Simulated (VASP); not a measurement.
Wanted: the native input for a VASP 6.6.1 run.

* Task: relaxation of cell and atoms
* Functional: PBE
* Potentials or basis: VASP PAW PBE potentials, release 64 (Mn_pv, S)
* Cutoff: 600 eV
* k mesh: 9 × 9 × 9
* Occupations: fermi-dirac, width 0.05 eV
* Spin: collinear spin, ferromagnetic start
* Starting moments: [4.0, 0.0] μB
* Hubbard terms: Mn d U = 1.0 eV
* Dipole correction: no
* Further INCAR settings: ALGO = Normal; EDIFF = 1e-06; IBRION = 2; EDIFFG = -0.01; NSW = 60; ISIF = 3

The structure of MnS lies in POSCAR:

```
MnS
1.0
    0.0000000000      2.4734634191      2.4734634191
    2.4734634191      0.0000000000      2.4734634191
    2.4734634191      2.4734634191      0.0000000000
Mn S
1 1
Direct
    0.0000000000      0.0000000000      0.0000000000
    0.7500000000      0.7500000000      0.7500000000
```

One way to write it, as run:

INCAR

```
SYSTEM = MnS
ALGO = Normal
EDIFF = 1E-6
EDIFFG = -0.01
ENCUT = 600
GGA = PE
IBRION = 2
ISIF = 3
ISMEAR = -1
ISPIN = 2
LASPH = .TRUE.
LCHARG = .FALSE.
LDAU = .TRUE.
LDAUJ = 0 0
LDAUL = 2 -1
LDAUPRINT = 1
LDAUTYPE = 2
LDAUU = 1 0
LMAXMIX = 4
LORBIT = 11
LREAL = .FALSE.
LWAVE = .FALSE.
MAGMOM = 4 0
NELM = 150
NSW = 60
PREC = Accurate
SIGMA = 0.05
```

KPOINTS

```
k-points
0
G
  9 9 9
  0 0 0
```

Potentials or basis: VASP PAW PBE potentials, release 64 (Mn_pv, S).

Command:

```sh
$ cat potpaw_PBE.64/Mn_pv/POTCAR potpaw_PBE.64/S/POTCAR > POTCAR
$ mpirun -np 1 vasp_std > vasp.out
```

Results of the run:

```json
{"Relaxed volume": "15.57 Å³/atom", "Relaxed cell": "a = 3.531 Å, b = 3.531 Å, c = 3.531 Å, α = 60.00°, β = 60.00°, γ = 60.00°", "Space group after relaxing (to 0.05 Å)": "F-43m (No. 216)", "Energy gained by relaxing": "0.5 meV/atom", "Ionic steps": "7", "Pressure after relaxing": "0.0 GPa", "Net moment": "-0.10 μB per cell", "Site moments": "Mn -0.10; S +0.00 μB", "Valence electrons inside the program's atomic spheres": "Mn 11.98; S 3.74"}
```

Caveat: the moment fell far below its start of 4 μB, so a state of higher moment may lie lower in energy.

It took 8.2 min on 1 thread of Intel Xeon 8259CL, on a shared host, peak memory 0.2 GiB.
